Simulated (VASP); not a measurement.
Input of a VASP 6.6.1 run:

POSCAR

```
Al
1.0
    0.0000000000      2.0248050000      2.0248050000
    2.0248050000      0.0000000000      2.0248050000
    2.0248050000      2.0248050000      0.0000000000
Al
1
Direct
    0.0000000000      0.0000000000      0.0000000000
```

File INCAR.step1:

```
SYSTEM = Al
ALGO = Normal ; EDIFF = 1E-4
ENCUT = 600 ; GGA = PE
ISMEAR = 0 ; LASPH = .True.
LCHARG = .False. ; LREAL = .False.
LWAVE = .True. ; NELM = 60
PREC = Accurate ; SIGMA = 0.2
```

File INCAR.step2:

```
SYSTEM = Al
ALGO = Normal ; EDIFF = 1E-6
EDIFFG = -0.002 ; ENCUT = 600
IBRION = 2 ; ISIF = 3
ISMEAR = 0 ; ISTART = 1
LASPH = .True. ; LCHARG = .False.
LMIXTAU = .True. ; LREAL = .False.
LWAVE = .False. ; METAGGA = R2SCAN
NELM = 60 ; NSW = 80
PREC = Accurate ; SIGMA = 0.2
```

Contents of KPOINTS:

```
k-points
0
Gamma
  28 28 28
  0 0 0
```

Potentials or basis: VASP PAW PBE potentials, release 64 (Al).

Command:

```console
$ cat potpaw_PBE.64/Al/POTCAR > POTCAR
$ cp INCAR.step1 INCAR
$ mpirun -np 1 vasp_std > vasp.out
$ cp INCAR.step2 INCAR
$ mpirun -np 1 vasp_std > vasp.out
```

Task: Estimate the relaxed cell.

Result: a = 2.820 Å, b = 2.820 Å, c = 2.820 Å, α = 60.00°, β = 60.00°, γ = 60.00°.

Task: What does it give for the space group after relaxing (to 0.1 Å)?

Result: Fm-3m (No. 225).

Final structure:
```
CELL_PARAMETERS angstrom
0.00000 1.99425 1.99425
1.99425 0.00000 1.99425
1.99425 1.99425 0.00000
ATOMIC_POSITIONS crystal
Al 0.00000 0.00000 0.00000
```
